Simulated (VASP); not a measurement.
# MgS (hb.bB) (F-43m) in VASP: single point with PBEsol

Aim: the single point of MgS (hb.bB) with PBEsol.

Program: VASP 6.6.1. These are calculated values, not measurements. Logs are shortened: lines on timing, memory, paths and dates and some standing lists are left out, and cuts for length are marked.

### 1 The cell of the first run

The structure is cubic, space group F-43m (No. 216). Conventional cell: a = 5.652 Å, b = 5.652 Å, c = 5.652 Å, α = 90.00°, β = 90.00°, γ = 90.00°. Mg (site symmetry -43m) has 4 S at 2.45 Å within 3.2 Å. S (site symmetry -43m) has 4 Mg at 2.45 Å within 3.2 Å.

### 2 Single point, PBEsol

INCAR

```
PREC = Accurate ; ENCUT = 600
EDIFF = 1E-6 ; ISMEAR = 0
SIGMA = 0.02 ; LREAL = False
LASPH = True ; NELM = 120
ALGO = Normal ; ISIF = 2
LWAVE = False ; LCHARG = False
GGA = PS ; NBANDS = 11
GGA_COMPAT = False
```

KPOINTS

```
Automatic mesh
0
Gamma
  8 8 8
```

POSCAR

```
MgS
1.0
    0.0000000000      2.8257734861      2.8257734861
    2.8257734861      0.0000000000      2.8257734861
    2.8257734861      2.8257734861      0.0000000000
Mg S
1 1
Direct
    0.0000000000      0.0000000000      0.0000000000
    0.2500000000      0.2500000000      0.2500000000
```

Potentials or basis: VASP PAW PBE potentials, release 64 (Mg, S).

Launch:

```console
cat potpaw_PBE.64/Mg/POTCAR potpaw_PBE.64/S/POTCAR > POTCAR
mpirun -np 1 vasp_std > vasp.out
```

OUTCAR:

```text
PREC = Accurate
   ENCUT = 600
   EDIFF = 1E-6
   ISMEAR = 0
   LREAL = False
   LASPH = True
   NELM = 120
   ISIF = 2
   GGA = PS

 ion  position               nearest neighbor table
   1  0.000  0.000  0.000-   2 2.45   2 2.45   2 2.45   2 2.45
   2  0.250  0.250  0.250-   1 2.45   1 2.45   1 2.45   1 2.45

  LATTYP: Found a face centered cubic cell.
 ALAT       =     5.6515469722

  Lattice vectors:

 A1 = (   0.0000000000,   2.8257734861,   2.8257734861)
 A2 = (   2.8257734861,   0.0000000000,   2.8257734861)
 A3 = (   2.8257734861,   2.8257734861,   0.0000000000)

Analysis of symmetry for initial positions (statically):
=====================================================================
 Subroutine PRICEL returns:
 Original cell was already a primitive cell.

 Routine SETGRP: Setting up the symmetry group for a
 face centered cubic supercell.

 Subroutine GETGRP returns: Found 24 space group operations
 (whereof 24 operations were pure point group operations)
 out of a pool of 48 trial point group operations.

The static configuration has the point symmetry T_d .

Analysis of symmetry for dynamics (positions and initial velocities):
=====================================================================
 Subroutine PRICEL returns:
 Original cell was already a primitive cell.

 Routine SETGRP: Setting up the symmetry group for a
 face centered cubic supercell.

 Subroutine GETGRP returns: Found 24 space group operations
 (whereof 24 operations were pure point group operations)
 out of a pool of 48 trial point group operations.

The dynamic configuration has the point symmetry T_d .

 Subroutine INISYM returns: Found 24 space group operations
 (whereof 24 operations are pure point group operations),
 and found     1 'primitive' translations

----------------------------------------------------------------------------------------

                                     Primitive cell

  volume of cell :      45.1276

  direct lattice vectors                    reciprocal lattice vectors
     0.000000000  2.825773486  2.825773486    -0.176942703  0.176942703  0.176942703
     2.825773486  0.000000000  2.825773486     0.176942703 -0.176942703  0.176942703
     2.825773486  2.825773486  0.000000000     0.176942703  0.176942703 -0.176942703

  length of vectors
     3.996247188  3.996247188  3.996247188     0.306473752  0.306473752  0.306473752

  position of ions in fractional coordinates (direct lattice)
     0.000000000  0.000000000  0.000000000
[... 81 lines left out ...]
   NSW    =      0    number of steps for IOM
   IBRION =     -1    ionic relax: 0-MD 1-quasi-New 2-CG
   NFREE  =      0    steps in history (QN), initial steepest desc. (CG)
   ISIF   =      2    stress and relaxation
   ISYM   =      2    0-nonsym 1-usesym 2-fastsym
   POTIM  = 0.5000    time-step for ionic-motion
   TEBEG  =    0.0;   TEEND  =   0.0 temperature during run
   PSTRESS=    0.0 pullay stress
   NELECT =       8.0000    total number of electrons
   NUPDOWN=      -1.0000    fix difference up-down
   EMIN   =  10.00;   EMAX   =-10.00  energy-range for DOS
   EFERMI =   0.00;   METHOD = LEGACY
   ISMEAR =     0;   SIGMA  =   0.02  broadening in eV -4-tet -1-fermi 0-gaus
   EFERMI_NEDOS =   21; number of points for ismear=-14 and -15
   IALGO  =     38    algorithm
   IMIX   =      4    mixing-type and parameters
     AMIX     =   0.40;   BMIX     =  1.00
     AMIX_MAG =   1.60;   BMIX_MAG =  1.00
  volume/ion in A,a.u.               =      22.56       152.27
  Fermi-wavevector in a.u.,A,eV,Ry     =   0.919653  1.737893 11.507294  0.845762
  Thomas-Fermi vector in A             =   2.044871
   LORBIT       =      0    0 simple, 1 ext, 2 COOP (PROOUT), +10 PAW based schemes
   GGA     = PS    functional components
   LHFCALC =     F    Hartree Fock is set to
   AEXX    =    0.0000 exact exchange contribution
   IVDW    =     0    specifies the selected vdW correction
   LEPSILON=     F    determine dielectric tensor
   LRPA    =     F    only Hartree local field effects (RPA)
 non-spin polarized calculation
 Gauss-broadening in eV      SIGMA  =   0.02
  energy-cutoff  :      600.00
  volume of cell :       45.13
 maximum number of plane-waves:      1540
   NGX = 15   NGY = 15   NGZ = 15

 number of electron       8.0000000 magnetization

 Free energy of the ion-electron system (eV)
  ---------------------------------------------------
  ext. energy  EPLUGINS =         0.00000000
  ---------------------------------------------------
  free energy    TOTEN  =        -8.91806681 eV

  energy without entropy =       -8.91806681  energy(sigma->0) =       -8.91806681

 E-fermi :   1.1638     XC(G=0):  -8.5979

 val. band max:        1.0352196133   @ k =   0.0000   0.0000   0.0000
 cond. band min:       4.3580576425   @ k =   0.0000   0.0000   0.0000
 fundamental gap:      3.3228380292
 Fermi energy:         1.1637709967

 k-point     1 :       0.0000    0.0000    0.0000
  band No.  band energies     occupation
      1     -10.2521      2.00000
      2       1.0352      2.00000
      3       1.0352      2.00000
      4       1.0352      2.00000
      5       4.3581      0.00000
      6       8.9219      0.00000
      7       8.9219      0.00000
      8       8.9219      0.00000
      9      11.8304      0.00000
     10      11.8304      0.00000
     11      14.6267      0.00000
[... 309 lines left out ...]
 k-point    24 :      -0.3750    0.2500    0.1250
  band No.  band energies     occupation
      1      -9.4365      2.00000
      2      -1.8048      2.00000
      3      -0.2933      2.00000
      4       0.3726      2.00000
      5       6.9672      0.00000
      6       7.4307      0.00000
      7       9.7156      0.00000
      8       9.8099      0.00000
      9      12.3739      0.00000
     10      13.7906      0.00000
     11      15.2124      0.00000

 [... further k-points ...]
[... 5 lines left out ...]
  --------------------------------------------------------------------------------------
  -------------------------------------------------------------------------------------
  Total       -0.0181507     -0.0181507     -0.0181507      0.0000000      0.0000000      0.0000000
  in kB       -0.6444103     -0.6444103     -0.6444103      0.0000000      0.0000000      0.0000000
  external PRESSURE =      -0.6444103 kB  Pullay stress =       0.0000000 kB

 VOLUME and BASIS-vectors are now :
 -----------------------------------------------------------------------------
  energy-cutoff  :      600.00
  volume of cell :       45.13
      direct lattice vectors                 reciprocal lattice vectors
     0.000000000  2.825773486  2.825773486    -0.176942703  0.176942703  0.176942703
     2.825773486  0.000000000  2.825773486     0.176942703 -0.176942703  0.176942703
     2.825773486  2.825773486  0.000000000     0.176942703  0.176942703 -0.176942703

 POSITION                                       TOTAL-FORCE (eV/Angst)
 -----------------------------------------------------------------------------------
      0.00000      0.00000      0.00000        -0.000000     -0.000000     -0.000000
      1.41289      1.41289      1.41289         0.000000      0.000000      0.000000
 -----------------------------------------------------------------------------------
    total drift:                               -0.000000     -0.000000     -0.000000

  FREE ENERGIE OF THE ION-ELECTRON SYSTEM (eV)
  ---------------------------------------------------
  free  energy   TOTEN  =        -8.9180668112 eV

  energy  without entropy=       -8.9180668112  energy(sigma->0) =       -8.91806681
```

OSZICAR:

```text
N       E                     dE             d eps       ncg     rms          rms(c)
DAV:   1     0.261185843928E+02    0.26119E+02   -0.36638E+03   646   0.646E+02
DAV:   2    -0.717243163366E+01   -0.33291E+02   -0.31644E+02   748   0.102E+02
DAV:   3    -0.938304075703E+01   -0.22106E+01   -0.22065E+01   805   0.288E+01
DAV:   4    -0.940133600806E+01   -0.18295E-01   -0.18293E-01   753   0.315E+00
DAV:   5    -0.940155229216E+01   -0.21628E-03   -0.21628E-03   797   0.343E-01    0.374E+00
DAV:   6    -0.895620147428E+01    0.44535E+00   -0.10951E+00   692   0.384E+00    0.272E+00
DAV:   7    -0.891686233233E+01    0.39339E-01   -0.23130E-01   754   0.191E+00    0.205E+00
DAV:   8    -0.891868912052E+01   -0.18268E-02   -0.14895E-02   722   0.739E-01    0.105E+00
DAV:   9    -0.891797968107E+01    0.70944E-03   -0.18274E-03   737   0.213E-01    0.359E-01
DAV:  10    -0.891805491372E+01   -0.75233E-04   -0.23250E-04   740   0.741E-02    0.314E-02
DAV:  11    -0.891806742676E+01   -0.12513E-04   -0.12247E-05   746   0.184E-02    0.513E-02
DAV:  12    -0.891806681116E+01    0.61561E-06   -0.13738E-06   769   0.513E-03
   1 F= -.89180668E+01 E0= -.89180668E+01  d E =-.755071E-22
```

stdout:

```text
POSCAR found type information on POSCAR MgS
 POSCAR found :  2 types and       2 ions
 scaLAPACK will be used
 -----------------------------------------------------------------------------
|                                                                             |
|                                                                             |
|     You enforced a specific xc type in the INCAR file but a different       |
|     I HOPE YOU KNOW WHAT YOU ARE DOING!                                     |
|                                                                             |
 -----------------------------------------------------------------------------

 LDA part: xc-table for (Slater+PW92), standard interpolation
 POSCAR, INCAR and KPOINTS ok, starting setup
 FFT: planning ... GRIDC
 FFT: planning ... GRID_SOFT
 FFT: planning ... GRID
 WAVECAR not read
 entering main loop
```

It took 6.4 s on 1 thread of Intel Xeon 6975P-C (Granite Rapids), shared host; peak memory 0.18 GiB.

What came out:

| Quantity | Value |
| --- | --- |
| Free energy | -8.9181 eV |
| Pressure | -0.1 GPa |
| Band gap on the k mesh | 3.32 eV, direct |

Levels at points of the mesh, in eV from the valence-band top:
```
           k point  band 1  band 2  band 3  band 4  band 5  band 6  band 7  band 8
(0.00, 0.00, 0.00)  -11.29    0.00    0.00    0.00    3.32    7.89    7.89    7.89
(0.50, 0.00, 0.00)  -10.59   -3.20   -0.33   -0.33    5.01    7.55    7.55    8.45
(0.50, 0.50, 0.00)  -10.36   -2.87   -1.06   -1.06    3.71    5.55   11.08   12.20
```

Caveat: the PAW data sets were made with another functional, which shifts forces and pressure a little. A k mesh can miss the band edges.
